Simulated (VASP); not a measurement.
# SrO in VASP: notebook, part 2 of 2

VASP 6.6.1. Earlier steps stand in the parts before.

## 3. Electric field gradients, PBEsol (volume scaled by 1.06)

The input, INCAR:

```
PREC = Accurate ; ENCUT = 520
EDIFF = 1E-8 ; ISMEAR = -1
SIGMA = 0.03 ; LREAL = False
LASPH = True ; NELM = 60
ALGO = Normal ; ISIF = 2
LWAVE = False ; LCHARG = False
GGA = PS ; LEFG = True
NBANDS = 15
```

The input, KPOINTS:

```
Automatic mesh
0
Gamma
  8 8 8
```

The input, POSCAR:

```
SrO
1.0
    0.0000000000      2.6202010311      2.6202010311
    2.6202010311      0.0000000000      2.6202010311
    2.6202010311      2.6202010311      0.0000000000
Sr O
1 1
Direct
    0.0000000000      0.0000000000      0.0000000000
    0.5000000000      0.5000000000      0.5000000000
```

Potentials or basis: VASP PAW PBE potentials, release 64 (Sr_sv, O).

Command:

```bash
$ cat potpaw_PBE.64/Sr_sv/POTCAR potpaw_PBE.64/O/POTCAR > POTCAR
$ mpirun -np 1 vasp_std > vasp.out
```

OUTCAR:

```text
PREC = Accurate
   ENCUT = 520
   EDIFF = 1E-8
   ISMEAR = -1
   LREAL = False
   LASPH = True
   NELM = 60
   ISIF = 2
   GGA = PS

 ion  position               nearest neighbor table
   1  0.000  0.000  0.000-   2 2.62   2 2.62   2 2.62   2 2.62   2 2.62   2 2.62
   2  0.500  0.500  0.500-   1 2.62   1 2.62   1 2.62   1 2.62   1 2.62   1 2.62

  LATTYP: Found a face centered cubic cell.
 ALAT       =     5.2404020622

  Lattice vectors:

 A1 = (   0.0000000000,   2.6202010311,   2.6202010311)
 A2 = (   2.6202010311,   0.0000000000,   2.6202010311)
 A3 = (   2.6202010311,   2.6202010311,   0.0000000000)

Analysis of symmetry for initial positions (statically):
=====================================================================
 Subroutine PRICEL returns:
 Original cell was already a primitive cell.

 Routine SETGRP: Setting up the symmetry group for a
 face centered cubic supercell.

 Subroutine GETGRP returns: Found 48 space group operations
 (whereof 48 operations were pure point group operations)
 out of a pool of 48 trial point group operations.

The static configuration has the point symmetry O_h .

Analysis of symmetry for dynamics (positions and initial velocities):
=====================================================================
 Subroutine PRICEL returns:
 Original cell was already a primitive cell.

 Routine SETGRP: Setting up the symmetry group for a
 face centered cubic supercell.

 Subroutine GETGRP returns: Found 48 space group operations
 (whereof 48 operations were pure point group operations)
 out of a pool of 48 trial point group operations.

[... 574 lines left out ...]
      5     -12.0641      2.00000
      6      -0.3147      2.00000
      7       0.4084      2.00000
      8       0.4602      2.00000
      9       7.3227      0.00000
     10       7.6500      0.00000
     11      10.0480      0.00000
     12      10.3775      0.00000
     13      12.3436      0.00000
     14      13.5414      0.00000
     15      13.7804      0.00000

 [... further k-points ...]

------------------------ aborting loop because EDIFF is reached ----------------------------------------

  FORCE on cell =-STRESS in cart. coord.  units (eV):
  Direction    XX          YY          ZZ          XY          YZ          ZX
  --------------------------------------------------------------------------------------
  -------------------------------------------------------------------------------------
  Total       -1.1281177     -1.1281177     -1.1281177      0.0000000      0.0000000      0.0000000
  in kB      -50.2378630    -50.2378630    -50.2378630      0.0000000      0.0000000      0.0000000
  external PRESSURE =     -50.2378630 kB  Pullay stress =       0.0000000 kB

 VOLUME and BASIS-vectors are now :
 -----------------------------------------------------------------------------
  energy-cutoff  :      520.00
  volume of cell :       35.98
      direct lattice vectors                 reciprocal lattice vectors
     0.000000000  2.620201031  2.620201031    -0.190825053  0.190825053  0.190825053
     2.620201031  0.000000000  2.620201031     0.190825053 -0.190825053  0.190825053
     2.620201031  2.620201031  0.000000000     0.190825053  0.190825053 -0.190825053

 POSITION                                       TOTAL-FORCE (eV/Angst)
 -----------------------------------------------------------------------------------
      0.00000      0.00000      0.00000        -0.000000     -0.000000     -0.000000
      2.62020      2.62020      2.62020         0.000000      0.000000      0.000000
 -----------------------------------------------------------------------------------
    total drift:                                0.000000      0.000000      0.000000

  FREE ENERGIE OF THE ION-ELECTRON SYSTEM (eV)
  ---------------------------------------------------
  free  energy   TOTEN  =       -12.6055662579 eV

  energy  without entropy=      -12.6055662579  energy(sigma->0) =      -12.60556626

 Electric field gradients (V/A^2)
---------------------------------------------------------------------
 ion       V_xx      V_yy      V_zz      V_xy      V_xz      V_yz
---------------------------------------------------------------------
   1       0.000    -0.000    -0.000    -0.000    -0.000    -0.000
   2       0.000     0.000    -0.000     0.001     0.001     0.001
---------------------------------------------------------------------

 Electric field gradients after diagonalization (V/A^2)
 (convention: |V_zz| > |V_xx| > |V_yy|)
----------------------------------------------------------------------
 ion       V_xx      V_yy      V_zz     asymmetry (V_yy - V_xx)/ V_zz
----------------------------------------------------------------------
   1       0.000     0.000    -0.000       0.000
   2      -0.001    -0.001     0.002       0.000
----------------------------------------------------------------------

           NMR quadrupolar parameters

 Cq : quadrupolar parameter    Cq=e*Q*V_zz/h
 eta: asymmetry parameters     (V_yy - V_xx)/ V_zz
 Q  : nuclear electric quadrupole moment in mb (millibarn)
----------------------------------------------------------------------
 ion       Cq(MHz)       eta       Q (mb)
----------------------------------------------------------------------
   1      -0.000       0.000       1.000
   2       0.000       0.000       1.000
----------------------------------------------------------------------
```

OSZICAR:

```text
N       E                     dE             d eps       ncg     rms          rms(c)
DAV:   1     0.677371822403E+02    0.67737E+02   -0.83767E+03   870   0.103E+03
DAV:   2    -0.113029141740E+02   -0.79040E+02   -0.73259E+02  1206   0.218E+02
DAV:   3    -0.145134313625E+02   -0.32105E+01   -0.31965E+01  1123   0.396E+01
DAV:   4    -0.145721587477E+02   -0.58727E-01   -0.58718E-01  1078   0.537E+00
DAV:   5    -0.145741777684E+02   -0.20190E-02   -0.20190E-02  1106   0.749E-01    0.153E+01
DAV:   6    -0.127990730111E+02    0.17751E+01   -0.59453E+00   891   0.179E+01    0.179E+01
DAV:   7    -0.126321023968E+02    0.16697E+00   -0.33780E-01   982   0.495E+00    0.105E+01
DAV:   8    -0.126048634301E+02    0.27239E-01   -0.12909E-01  1087   0.356E+00    0.354E-01
DAV:   9    -0.126053779308E+02   -0.51450E-03   -0.68951E-03  1047   0.512E-01    0.234E-01
DAV:  10    -0.126054614767E+02   -0.83546E-04   -0.28883E-04  1073   0.176E-01    0.985E-02
DAV:  11    -0.126055573273E+02   -0.95851E-04   -0.11378E-04   926   0.829E-02    0.251E-02
DAV:  12    -0.126055667977E+02   -0.94704E-05   -0.13027E-05   969   0.304E-02    0.105E-02
DAV:  13    -0.126055665145E+02    0.28320E-06   -0.22288E-06  1003   0.112E-02    0.285E-03
DAV:  14    -0.126055662558E+02    0.25878E-06   -0.11789E-07  1087   0.280E-03    0.599E-04
DAV:  15    -0.126055662579E+02   -0.21410E-08   -0.44750E-09   799   0.699E-04
   1 F= -.12605566E+02 E0= -.12605566E+02  d E =-.528316E-11
```

Wall time 12 s (1 thread of Intel Xeon 6975P-C, shared host); peak memory 0.16 GiB.

What came out:

* Free energy: -12.6056 eV
* Pressure: -5.0 GPa
* Band gap on the k mesh: 3.19 eV, indirect (least direct gap 3.31 eV)

Caveat: without QUAD_EFG the Cq values of the log hold for a quadrupole moment of 1 mb, not for the nuclei; the PAW data sets were made with another functional, which shifts forces and pressure a little. A k mesh can miss the band edges.

## 4. Electric field gradients, PBEsol (zz strain of +1 %)

The input, INCAR:

```
ALGO = Normal
EDIFF = 1E-8
ENCUT = 520
GGA = PS
ISIF = 2
ISMEAR = -1
LASPH = T
LCHARG = F
LEFG = T
LREAL = F
LWAVE = F
NBANDS = 15
NELM = 100
PREC = Accurate
SIGMA = 0.03
```

The input, KPOINTS:

```
k-points
0
Gamma
  8 8 8
```

The input, POSCAR:

```
SrO
1.0
    0.0000000000      2.5698000000      2.5954980000
    2.5698000000      0.0000000000      2.5954980000
    2.5698000000      2.5698000000      0.0000000000
Sr O
1 1
Direct
    0.0000000000      0.0000000000      0.0000000000
    0.5000000000      0.5000000000      0.5000000000
```

Potentials or basis: VASP PAW PBE potentials, release 64 (Sr_sv, O).

Command:

```bash
$ cat potpaw_PBE.64/Sr_sv/POTCAR potpaw_PBE.64/O/POTCAR > POTCAR
$ mpirun -np 1 vasp_std > vasp.out
```

OUTCAR:

```text
EDIFF = 1E-8
   ENCUT = 520
   GGA = PS
   ISIF = 2
   ISMEAR = -1
   LASPH = T
   LREAL = F
   NELM = 100
   PREC = Accurate

 ion  position               nearest neighbor table
   1  0.000  0.000  0.000-   2 2.57   2 2.57   2 2.57   2 2.57   2 2.60   2 2.60
   2  0.500  0.500  0.500-   1 2.57   1 2.57   1 2.57   1 2.57   1 2.60   1 2.60

  LATTYP: Found a body centered tetragonal cell.
 ALAT       =     3.6342460126
 C/A-ratio  =     1.4283556980

  Lattice vectors:
[... 644 lines left out ...]

  FREE ENERGIE OF THE ION-ELECTRON SYSTEM (eV)
  ---------------------------------------------------
  free  energy   TOTEN  =       -12.6374529073 eV

  energy  without entropy=      -12.6374529073  energy(sigma->0) =      -12.63745291

 Electric field gradients (V/A^2)
---------------------------------------------------------------------
 ion       V_xx      V_yy      V_zz      V_xy      V_xz      V_yz
---------------------------------------------------------------------
   1      -4.988    -4.988     9.977     0.000     0.000     0.000
   2      -1.688    -1.688     3.375    -0.001    -0.000    -0.000
---------------------------------------------------------------------

 Electric field gradients after diagonalization (V/A^2)
 (convention: |V_zz| > |V_xx| > |V_yy|)
----------------------------------------------------------------------
 ion       V_xx      V_yy      V_zz     asymmetry (V_yy - V_xx)/ V_zz
----------------------------------------------------------------------
   1      -4.988    -4.988     9.977       0.000
   2      -1.688    -1.687     3.375       0.000
----------------------------------------------------------------------

           NMR quadrupolar parameters

 Cq : quadrupolar parameter    Cq=e*Q*V_zz/h
 eta: asymmetry parameters     (V_yy - V_xx)/ V_zz
 Q  : nuclear electric quadrupole moment in mb (millibarn)
----------------------------------------------------------------------
 ion       Cq(MHz)       eta       Q (mb)
----------------------------------------------------------------------
   1       0.024       0.000       1.000
   2       0.008       0.000       1.000
----------------------------------------------------------------------
```

stdout:

```text
POSCAR found type information on POSCAR SrO
 POSCAR found :  2 types and       2 ions
 scaLAPACK will be used
 -----------------------------------------------------------------------------
|                                                                             |
|                                                                             |
|     You enforced a specific xc type in the INCAR file but a different       |
|     I HOPE YOU KNOW WHAT YOU ARE DOING!                                     |
|                                                                             |
 -----------------------------------------------------------------------------

 LDA part: xc-table for (Slater+PW92), standard interpolation
 POSCAR, INCAR and KPOINTS ok, starting setup
 FFT: planning ... GRIDC
 FFT: planning ... GRID_SOFT
 FFT: planning ... GRID
 WAVECAR not read
 entering main loop
ion   1

ion   2
```

Wall time 20 s (1 thread of AMD EPYC 9R45 (Zen 5), shared host); peak memory 0.15 GiB.

Results:

| Item | Value |
| --- | --- |
| Free energy | -12.6375 eV |
| Pressure | -1.2 GPa |
| Band gap on the k mesh | 3.14 eV, indirect (least direct gap 3.23 eV) |

Stress tensor (GPa, compression positive):
```
-0.78  0.00  0.00
 0.00 -0.78  0.00
 0.00  0.00 -2.02
```

Electric field gradients, principal values (V/Å²):
| atom | least | middle | greatest (by size) |
| --- | --- | --- | --- |
| 1 Sr | -4.988 | -4.988 | 9.977 |
| 2 O | -1.687 | -1.688 | 3.375 |

Caveat: the cell differs from its parent crystal (zz strain of +1 %); without QUAD_EFG the Cq values of the log hold for a quadrupole moment of 1 mb, not for the nuclei; the PAW data sets were made with another functional, which shifts forces and pressure a little. A k mesh can miss the band edges.

## 5. Electric field gradients, PBEsol (zz strain of +1 %)

The input, INCAR:

```
SYSTEM = SrO
PREC = Accurate ; ENCUT = 520
EDIFF = 1E-8 ; ISMEAR = -1
SIGMA = 0.03 ; LREAL = .FALSE.
LASPH = .TRUE. ; NELM = 100
ALGO = Normal ; ISIF = 2
LWAVE = .FALSE. ; LCHARG = .FALSE.
GGA = PS ; LEFG = .TRUE.
NBANDS = 15
```

The input, KPOINTS:

```
regular mesh
0
G
  8 8 8
  0 0 0
```

POSCAR is that of step 4.

Potentials or basis: VASP PAW PBE potentials, release 64 (Sr_sv, O).

Command:

```bash
$ cat potpaw_PBE.64/Sr_sv/POTCAR potpaw_PBE.64/O/POTCAR > POTCAR
$ mpirun -np 1 vasp_std > vasp.out
```

OUTCAR:

```text
SYSTEM = SrO
   PREC = Accurate
   ENCUT = 520
   EDIFF = 1E-8
   ISMEAR = -1
   LREAL = .FALSE.
   LASPH = .TRUE.
   NELM = 100
   ISIF = 2
   GGA = PS

 ion  position               nearest neighbor table
   1  0.000  0.000  0.000-   2 2.57   2 2.57   2 2.57   2 2.57   2 2.60   2 2.60
   2  0.500  0.500  0.500-   1 2.57   1 2.57   1 2.57   1 2.57   1 2.60   1 2.60

  LATTYP: Found a body centered tetragonal cell.
 ALAT       =     3.6342460126
 C/A-ratio  =     1.4283556980

  Lattice vectors:

[... 645 lines left out ...]
  ---------------------------------------------------
  free  energy   TOTEN  =       -12.6374529073 eV

  energy  without entropy=      -12.6374529073  energy(sigma->0) =      -12.63745291

 Electric field gradients (V/A^2)
---------------------------------------------------------------------
 ion       V_xx      V_yy      V_zz      V_xy      V_xz      V_yz
---------------------------------------------------------------------
   1      -4.988    -4.988     9.977     0.000     0.000     0.000
   2      -1.688    -1.688     3.375    -0.001    -0.000    -0.000
---------------------------------------------------------------------

 Electric field gradients after diagonalization (V/A^2)
 (convention: |V_zz| > |V_xx| > |V_yy|)
----------------------------------------------------------------------
 ion       V_xx      V_yy      V_zz     asymmetry (V_yy - V_xx)/ V_zz
----------------------------------------------------------------------
   1      -4.988    -4.988     9.977       0.000
   2      -1.688    -1.687     3.375       0.000
----------------------------------------------------------------------

           NMR quadrupolar parameters

 Cq : quadrupolar parameter    Cq=e*Q*V_zz/h
 eta: asymmetry parameters     (V_yy - V_xx)/ V_zz
 Q  : nuclear electric quadrupole moment in mb (millibarn)
----------------------------------------------------------------------
 ion       Cq(MHz)       eta       Q (mb)
----------------------------------------------------------------------
   1       0.024       0.000       1.000
   2       0.008       0.000       1.000
----------------------------------------------------------------------
```

It took 20 s on 1 thread of AMD EPYC 9R45 (Zen 5), shared host; peak memory 0.15 GiB.

What came out:

```yaml
Free_energy: -12.6375 eV
Pressure: -1.2 GPa
Band_gap_on_the_k_mesh: 3.14 eV, indirect (least direct gap 3.23 eV)
```

Stress tensor (GPa, compression positive):
```
-0.78  0.00  0.00
 0.00 -0.78  0.00
 0.00  0.00 -2.02
```

Levels at points of the mesh, in eV from the valence-band top:
```
           k point  band 6  band 7  band 8  band 9  band 10  band 11
(0.00, 0.00, 0.00)   -0.03    0.00    0.00    3.75     6.08     6.16
(0.50, 0.00, 0.00)   -2.22   -1.15   -1.15    6.44     8.21     8.78
(0.50, 0.50, 0.00)   -0.50   -0.09   -0.09    3.17     7.68    10.10
(0.50, 0.00, 0.50)   -0.44   -0.13   -0.09    3.14     7.69    10.13
```

Electric field gradients, principal values (V/Å²):
```
atom   least  middle  greatest (by size)
1 Sr  -4.988  -4.988               9.977
 2 O  -1.687  -1.688               3.375
```

Caveat: the cell differs from its parent crystal (zz strain of +1 %); without QUAD_EFG the Cq values of the log hold for a quadrupole moment of 1 mb, not for the nuclei; the PAW data sets were made with another functional, which shifts forces and pressure a little. A k mesh can miss the band edges.
